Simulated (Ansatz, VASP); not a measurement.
Ag2I in VASP and in Ansatz

```xyz
3
Lattice="0.0000 3.5261 3.5261 3.5261 0.0000 3.5261 3.5261 3.5261 0.0000" Properties=species:S:1:pos:R:3 pbc="T T T"
Ag    1.7630    1.7630    1.7630
Ag    5.2891    5.2891    5.2891
I     0.0000    0.0000    0.0000
```

Alike in both runs: functional PBE; k mesh 12 × 12 × 12; occupations gaussian, width 0.1 eV; no spin polarisation.

Ansatz relaxed the structure, and its values are those at the end. VASP's run is a single point on that final structure, the one shown.

|  | VASP | Ansatz |
| --- | --- | --- |
| version | VASP 6.6.1 | Ansatz 0.2.0 |
| potentials or method | VASP PAW PBE potentials, release 64 (Ag, I), cutoff 520 eV | scalar-relativistic, plane waves, PAW |
| valence electrons in the cell | 29 | 55 |

```tsv
	VASP	Ansatz	Ansatz less VASP
gap on the k mesh at the Fermi level (eV)	none	none	-
pressure (GPa)	0.0	0.0	+0.05
```

A gap of «none» marks a metal or a gap that the smearing closes. VASP's potentials hold 29 valence electrons a cell and Ansatz's 55, so a difference there can come from the potentials and not from the codes.

Spin-orbit coupling is off throughout.
